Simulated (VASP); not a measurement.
# Ag2Ir (I4/mmm) in VASP: notebook, part 2 of 2

VASP 6.6.1. Earlier steps stand in the parts before.

## (3) Single point, PBE

This run uses another cell than the first one, of 16.46 Å³/atom.

INCAR reads:

```
  PREC = Accurate
  ENCUT = 520
  EDIFF = 1E-7
  ISMEAR = 0
  SIGMA = 0.1
  LREAL = F
  LASPH = T
  NELM = 100
  ALGO = Fast
  ISIF = 2
  LWAVE = F
  LCHARG = F
  GGA = PE
  NBANDS = 22
```

KPOINTS reads:

```
regular mesh
0
Gamma
  18 18 18
```

POSCAR reads:

```
Ag2Ir
1.0
   -1.3747617279      1.3747617279      6.5317496928
    1.3747617279     -1.3747617279      6.5317496928
    1.3747617279      1.3747617279     -6.5317496928
Ag Ir
2 1
Direct
    0.6637985649      0.6637985649      0.0000000000
    0.3362014351      0.3362014351      0.0000000000
    0.0000000000      0.0000000000      0.0000000000
```

Potentials or basis: VASP PAW PBE potentials, release 64 (Ag, Ir).

Command:

```console
$ cat potpaw_PBE.64/Ag/POTCAR potpaw_PBE.64/Ir/POTCAR > POTCAR
$ mpirun -np 1 vasp_std > vasp.out
```

OUTCAR:

```text
PREC = Accurate
   ENCUT = 520
   EDIFF = 1E-7
   ISMEAR = 0
   LREAL = F
   LASPH = T
   NELM = 100
   ISIF = 2
   GGA = PE

 ion  position               nearest neighbor table
   1  0.664  0.664  0.000-   3 2.89   3 2.89   3 2.89   3 2.89   2 2.98   2 2.98   2 2.98   2 2.98

   2  0.336  0.336  0.000-   3 2.89   3 2.89   3 2.89   3 2.89   1 2.98   1 2.98   1 2.98   1 2.98

   3  0.000  0.000  0.000-   1 2.89   1 2.89   1 2.89   2 2.89   1 2.89   2 2.89   2 2.89   2 2.89

  LATTYP: Found a body centered tetragonal cell.
 ALAT       =     2.7495234558
 C/A-ratio  =     4.7511867404

  Lattice vectors:

 A1 = (  -1.3747617279,   1.3747617279,   6.5317496928)
 A2 = (   1.3747617279,  -1.3747617279,   6.5317496928)
 A3 = (   1.3747617279,   1.3747617279,  -6.5317496928)

Analysis of symmetry for initial positions (statically):
=====================================================================
 Subroutine PRICEL returns:
 Original cell was already a primitive cell.

 Routine SETGRP: Setting up the symmetry group for a
 body centered tetragonal supercell.

 Subroutine GETGRP returns: Found 16 space group operations
 (whereof 16 operations were pure point group operations)
 out of a pool of 16 trial point group operations.

The static configuration has the point symmetry D_4h.

Analysis of symmetry for dynamics (positions and initial velocities):
=====================================================================
 Subroutine PRICEL returns:
 Original cell was already a primitive cell.

 Routine SETGRP: Setting up the symmetry group for a
 body centered tetragonal supercell.

 Subroutine GETGRP returns: Found 16 space group operations
 (whereof 16 operations were pure point group operations)
 out of a pool of 16 trial point group operations.

[... 111 lines left out ...]
   TEBEG  =    0.0;   TEEND  =   0.0 temperature during run
   PSTRESS=    0.0 pullay stress
   NELECT =      31.0000    total number of electrons
   NUPDOWN=      -1.0000    fix difference up-down
   EMIN   =  10.00;   EMAX   =-10.00  energy-range for DOS
   EFERMI =   0.00;   METHOD = LEGACY
   ISMEAR =     0;   SIGMA  =   0.10  broadening in eV -4-tet -1-fermi 0-gaus
   EFERMI_NEDOS =   21; number of points for ismear=-14 and -15
   IALGO  =     68    algorithm
   IMIX   =      4    mixing-type and parameters
     AMIX     =   0.40;   BMIX     =  1.00
     AMIX_MAG =   1.60;   BMIX_MAG =  1.00
  volume/ion in A,a.u.               =      16.46       111.08
  Fermi-wavevector in a.u.,A,eV,Ry     =   1.401782  2.648985 26.735364  1.964994
  Thomas-Fermi vector in A             =   2.524609
   LORBIT       =      0    0 simple, 1 ext, 2 COOP (PROOUT), +10 PAW based schemes
   GGA     = PE    functional components
   LHFCALC =     F    Hartree Fock is set to
   AEXX    =    0.0000 exact exchange contribution
   IVDW    =     0    specifies the selected vdW correction
   LEPSILON=     F    determine dielectric tensor
   LRPA    =     F    only Hartree local field effects (RPA)
 non-spin polarized calculation
 RMM-DIIS sequential band-by-band and
 Gauss-broadening in eV      SIGMA  =   0.10
  energy-cutoff  :      520.00
  volume of cell :       49.38
 maximum number of plane-waves:      1348
 NGX is ok and might be reduce to    54
   NGX = 25   NGY = 25   NGZ = 25

 number of electron      31.0000003 magnetization

 Free energy of the ion-electron system (eV)
  ---------------------------------------------------
  ext. energy  EPLUGINS =         0.00000000
  ---------------------------------------------------
  free energy    TOTEN  =       -13.21748228 eV

  energy without entropy =      -13.20159873  energy(sigma->0) =      -13.20954051

 E-fermi :   8.2911     XC(G=0): -12.6373

 val. band max:        8.2892599883   @ k =   0.1667   0.0000   0.0000
 cond. band min:       8.2916423735   @ k =  -0.3333  -0.3889   0.3333
 fundamental gap:      0.0023823851
 Fermi energy:         8.2911293072

 k-point     1 :       0.0000    0.0000    0.0000
  band No.  band energies     occupation
      1      -0.0407      2.00000
      2       2.1633      2.00000
      3       2.2207      2.00000
      4       2.2346      2.00000
      5       2.4929      2.00000
      6       4.1405      2.00000
[... 589 lines left out ...]
     21      19.1445      0.00000
     22      21.4474      0.00000

 [... further k-points ...]
[... 5 lines left out ...]
  --------------------------------------------------------------------------------------
  -------------------------------------------------------------------------------------
  Total       -0.0299949     -0.0299949     -0.0298482      0.0000000      0.0000000      0.0000000
  in kB       -0.9732268     -0.9732268     -0.9684647      0.0000000      0.0000000      0.0000000
  external PRESSURE =      -0.9716394 kB  Pullay stress =       0.0000000 kB

 VOLUME and BASIS-vectors are now :
 -----------------------------------------------------------------------------
  energy-cutoff  :      520.00
  volume of cell :       49.38
      direct lattice vectors                 reciprocal lattice vectors
    -1.374761728  1.374761728  6.531749693     0.000000000  0.363699389  0.076549167
     1.374761728 -1.374761728  6.531749693     0.363699389  0.000000000  0.076549167
     1.374761728  1.374761728 -6.531749693     0.363699389  0.363699389  0.000000000

 POSITION                                       TOTAL-FORCE (eV/Angst)
 -----------------------------------------------------------------------------------
      0.00000      0.00000      8.67153         0.000000      0.000000      0.006523
      0.00000      0.00000      4.39197         0.000000      0.000000     -0.006523
      0.00000      0.00000      0.00000        -0.000000     -0.000000      0.000000
 -----------------------------------------------------------------------------------
    total drift:                               -0.000000      0.000000      0.000000

  FREE ENERGIE OF THE ION-ELECTRON SYSTEM (eV)
  ---------------------------------------------------
  free  energy   TOTEN  =       -13.2174822763 eV

  energy  without entropy=      -13.2015987347  energy(sigma->0) =      -13.20954051
```

Run time: 48 min. Hardware: 1 thread of Intel Xeon Platinum 8259CL at 2.50GHz (Skylake/Cascade Lake), shared host; peak memory 0.81 GiB.

What came out:

* Free energy: -13.2175 eV
* Pressure: -0.1 GPa
* Largest force: 0.007 eV/Å
* Band gap on the k mesh: zero (an odd number of electrons rules out a gap without spin polarisation)

Forces on the atoms (eV/Å):
```
Ag   0.000  0.000  0.007
Ag   0.000  0.000 -0.007
Ir   0.000  0.000  0.000
```

Caveat: spin-orbit coupling is left out, which moves the levels of the heavy elements.
